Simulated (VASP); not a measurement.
# Li (P4/mmm) in VASP: relaxation of cell and atoms with PBE

Aim: the relaxation of cell and atoms of Li with PBE.

Everything below comes from runs of VASP 6.6.1. Logs are shortened: lines on timing, memory, paths and dates and some standing lists are left out, and cuts for length are marked.

## 1. The cell of the first run

The structure is tetragonal, space group P4/mmm (No. 123). The conventional cell has a = 2.535 Å, b = 2.535 Å, c = 3.088 Å, α = 90.00°, β = 90.00°, γ = 90.00°. Within 3.3 Å of Li (site symmetry 4/mmm) lie 6 Li at 2.53 to 3.09 Å.

## 2. Relaxation of cell and atoms, PBE

INCAR

```
  ALGO = Fast
  EDIFF = 1E-7
  EDIFFG = -0.04
  ENCUT = 600
  GGA = PE
  IBRION = 2
  ISIF = 3
  ISMEAR = 0
  LASPH = T
  LCHARG = F
  LREAL = F
  LWAVE = F
  NELM = 100
  NSW = 90
  PREC = Accurate
  SIGMA = 0.1
```

KPOINTS

```
k-points
0
Gamma
  6 6 6
```

POSCAR

```
Li
1.0
    2.5346448600      0.0000000000      0.0000000000
    0.0000000000      2.5346448600      0.0000000000
    0.0000000000      0.0000000000      3.0877195800
Li
1
Direct
    0.0000000000      0.0000000000      0.0000000000
```

Potentials or basis: VASP PAW PBE potentials, release 64 (Li_sv).

Started as:

```bash
$ cat potpaw_PBE.64/Li_sv/POTCAR > POTCAR
$ mpirun -np 1 vasp_std > vasp.out
```

OUTCAR:

```text
EDIFF = 1E-7
   EDIFFG = -0.04
   ENCUT = 600
   GGA = PE
   IBRION = 2
   ISIF = 3
   ISMEAR = 0
   LASPH = T
   LREAL = F
   NELM = 100
   NSW = 90
   PREC = Accurate

 ion  position               nearest neighbor table
   1  0.000  0.000  0.000-

  LATTYP: Found a simple tetragonal cell.
 ALAT       =     2.5346448600
 C/A-ratio  =     1.2182060015

  Lattice vectors:

 A1 = (   2.5346448600,   0.0000000000,   0.0000000000)
 A2 = (   0.0000000000,   2.5346448600,   0.0000000000)
 A3 = (   0.0000000000,   0.0000000000,   3.0877195800)

Analysis of symmetry for initial positions (statically):
=====================================================================
 Subroutine PRICEL returns:
 Original cell was already a primitive cell.

 Routine SETGRP: Setting up the symmetry group for a
 simple tetragonal supercell.

 Subroutine GETGRP returns: Found 16 space group operations
 (whereof 16 operations were pure point group operations)
 out of a pool of 16 trial point group operations.

The static configuration has the point symmetry D_4h.

Analysis of symmetry for dynamics (positions and initial velocities):
=====================================================================
 Subroutine PRICEL returns:
 Original cell was already a primitive cell.

 Routine SETGRP: Setting up the symmetry group for a
 simple tetragonal supercell.

 Subroutine GETGRP returns: Found 16 space group operations
 (whereof 16 operations were pure point group operations)
 out of a pool of 16 trial point group operations.

The dynamic configuration has the point symmetry D_4h.

 Subroutine INISYM returns: Found 16 space group operations
 (whereof 16 operations are pure point group operations),
 and found     1 'primitive' translations

----------------------------------------------------------------------------------------

                                     Primitive cell

  volume of cell :      19.8368

  direct lattice vectors                    reciprocal lattice vectors
     2.534644860  0.000000000  0.000000000     0.394532589  0.000000000  0.000000000
     0.000000000  2.534644860  0.000000000     0.000000000  0.394532589  0.000000000
     0.000000000  0.000000000  3.087719580     0.000000000  0.000000000  0.323863607

  length of vectors
     2.534644860  2.534644860  3.087719580     0.394532589  0.394532589  0.323863607

  position of ions in fractional coordinates (direct lattice)
[... 83 lines left out ...]
   ISIF   =      3    stress and relaxation
   ISYM   =      2    0-nonsym 1-usesym 2-fastsym
   POTIM  = 0.5000    time-step for ionic-motion
   TEBEG  =    0.0;   TEEND  =   0.0 temperature during run
   PSTRESS=    0.0 pullay stress
   NELECT =       3.0000    total number of electrons
   NUPDOWN=      -1.0000    fix difference up-down
   EMIN   =  10.00;   EMAX   =-10.00  energy-range for DOS
   EFERMI =   0.00;   METHOD = LEGACY
   ISMEAR =     0;   SIGMA  =   0.10  broadening in eV -4-tet -1-fermi 0-gaus
   EFERMI_NEDOS =   21; number of points for ismear=-14 and -15
   IALGO  =     68    algorithm
   IMIX   =      4    mixing-type and parameters
     AMIX     =   0.40;   BMIX     =  1.00
     AMIX_MAG =   1.60;   BMIX_MAG =  1.00
  volume/ion in A,a.u.               =      19.84       133.87
  Fermi-wavevector in a.u.,A,eV,Ry     =   0.872217  1.648251 10.350802  0.760763
  Thomas-Fermi vector in A             =   1.991435
   LORBIT       =      0    0 simple, 1 ext, 2 COOP (PROOUT), +10 PAW based schemes
   GGA     = PE    functional components
   LHFCALC =     F    Hartree Fock is set to
   AEXX    =    0.0000 exact exchange contribution
   IVDW    =     0    specifies the selected vdW correction
   LEPSILON=     F    determine dielectric tensor
   LRPA    =     F    only Hartree local field effects (RPA)
 conjugate gradient relaxation of ions
 non-spin polarized calculation
 RMM-DIIS sequential band-by-band and
 Gauss-broadening in eV      SIGMA  =   0.10
  energy-cutoff  :      600.00
  volume of cell :       19.84
 maximum number of plane-waves:       688
   NGX = 11   NGY = 11   NGZ = 13

--------------------------------------- Ionic step        1  -------------------------------------------

 number of electron       3.0000005 magnetization

 Free energy of the ion-electron system (eV)
  ---------------------------------------------------
  ext. energy  EPLUGINS =         0.00000000
  ---------------------------------------------------
  free energy    TOTEN  =        -1.66685679 eV

  energy without entropy =       -1.66325411  energy(sigma->0) =       -1.66505545

------------------------ aborting loop because EDIFF is reached ----------------------------------------

  FORCE on cell =-STRESS in cart. coord.  units (eV):
  Direction    XX          YY          ZZ          XY          YZ          ZX
  --------------------------------------------------------------------------------------
  -------------------------------------------------------------------------------------
  Total        0.6389772      0.6389772     -0.9623846      0.0000000      0.0000000      0.0000000
  in kB       51.6088102     51.6088102    -77.7297307      0.0000000      0.0000000      0.0000000
  external PRESSURE =       8.4959632 kB  Pullay stress =       0.0000000 kB
[... 127 lines left out ...]
--------------------------------------- Ionic step        5  -------------------------------------------

 number of electron       3.0000005 magnetization

 Free energy of the ion-electron system (eV)
  ---------------------------------------------------
  ext. energy  EPLUGINS =         0.00000000
  ---------------------------------------------------
  free energy    TOTEN  =        -1.77978667 eV

  energy without entropy =       -1.77974982  energy(sigma->0) =       -1.77976824

 E-fermi :   0.6949     XC(G=0):  -7.0333

 val. band max:        0.4662279156   @ k =   0.3333   0.0000   0.3333
 cond. band min:       0.9405589993   @ k =   0.3333   0.3333   0.1667
 fundamental gap:      0.4743310836
 Fermi energy:         0.6949211752

 k-point     1 :       0.0000    0.0000    0.0000
  band No.  band energies     occupation
      1     -46.2066      2.00000
      2      -2.9079      2.00000
      3      12.5552      0.00000
      4      12.5583      0.00000
      5      14.9446      0.00000
[... 177 lines left out ...]
 k-point    24 :       0.5000    0.0000    0.3333
  band No.  band energies     occupation
      1     -46.1704      2.00000
      2       1.9895      0.00000
      3       3.3865      0.00000
      4       9.1524      0.00000
      5      10.0405      0.00000

 [... further k-points ...]
[... 5 lines left out ...]
  --------------------------------------------------------------------------------------
  -------------------------------------------------------------------------------------
  Total       -0.0198405     -0.0198405     -0.0191983      0.0000000     -0.0000000     -0.0000000
  in kB       -1.5627604     -1.5627604     -1.5121821      0.0000000     -0.0000000     -0.0000000
  external PRESSURE =      -1.5459010 kB  Pullay stress =       0.0000000 kB
[... 16 lines left out ...]
  FREE ENERGIE OF THE ION-ELECTRON SYSTEM (eV)
  ---------------------------------------------------
  free  energy   TOTEN  =        -1.7797866719 eV

  energy  without entropy=       -1.7797498154  energy(sigma->0) =       -1.77976824

 reached required accuracy - stopping structural energy minimisation
```

OSZICAR:

```text
N       E                     dE             d eps       ncg     rms          rms(c)
DAV:   1     0.737758530311E+00    0.73776E+00   -0.85381E+02   405   0.490E+02
DAV:   2    -0.150586994169E+01   -0.22436E+01   -0.22008E+01   585   0.584E+01
DAV:   3    -0.166387913201E+01   -0.15801E+00   -0.15770E+00   510   0.106E+01
[... 51 lines left out ...]
DAV:   1    -0.177976910147E+01   -0.31233E-04   -0.76569E-03   485   0.117E+00    0.659E-02
RMM:   2    -0.177978043044E+01   -0.11329E-04   -0.13954E-05   403   0.510E-02    0.402E-02
RMM:   3    -0.177978649478E+01   -0.60643E-05   -0.37828E-06   404   0.279E-02    0.682E-04
RMM:   4    -0.177978663811E+01   -0.14333E-06   -0.10491E-06   356   0.129E-02    0.422E-04
RMM:   5    -0.177978667188E+01   -0.33776E-07   -0.23146E-07   294   0.574E-03
   5 F= -.17797867E+01 E0= -.17797682E+01  d E =-.112930E+00
```

CONTCAR:

```text
Li
   1.00000000000000
     2.7298363496756535    0.0000000000000000    0.0000000000000000
     0.0000000000000000    2.7298363496756535    0.0000000000000000
     0.0000000000000000    0.0000000000000000    2.7295860946656476
  Li
     1
Direct
     0.0000000000000000    0.0000000000000000    0.0000000000000000

  0.00000000E+00  0.00000000E+00  0.00000000E+00
```

It took 7.3 s on 1 thread of Intel Xeon 6975P-C (Granite Rapids), shared host; peak memory 0.12 GiB.

Results:

| Item | Value |
| --- | --- |
| Free energy | -1.7798 eV |
| Relaxed volume | 20.34 Å³/atom |
| Relaxed cell | a = 2.730 Å, b = 2.730 Å, c = 2.730 Å, α = 90.00°, β = 90.00°, γ = 90.00° |
| Space group after relaxing (to 0.05 Å) | Pm-3m (No. 221) |
| Energy gained by relaxing | 112.9 meV/atom |
| Ionic steps | 5 |
| Pressure after relaxing | -0.2 GPa |

The path:
```
step  energy change (eV)  largest force (eV/Å)  pressure (GPa)  volume (Å³)
   1              0.0000                0.0000            0.85        19.84
   2             -0.0684                0.0000            0.19        20.10
   3             -0.1120                0.0000           -0.17        20.36
   4             -0.1129                0.0000           -0.15        20.34
   5             -0.1129                0.0000           -0.15        20.34
```

Final structure:
```
Li
1.0
     2.72984    0.00000    0.00000
     0.00000    2.72984    0.00000
     0.00000    0.00000    2.72959
Li
1
Direct
  0.00000 0.00000 0.00000
```

Caveat: the k points lie up to 0.38 Å⁻¹ apart in the final cell; the cutoff is under 1.25 times the usual one of these potentials, so pressure, stress and relaxed cells hold a basis-set (Pulay) error.
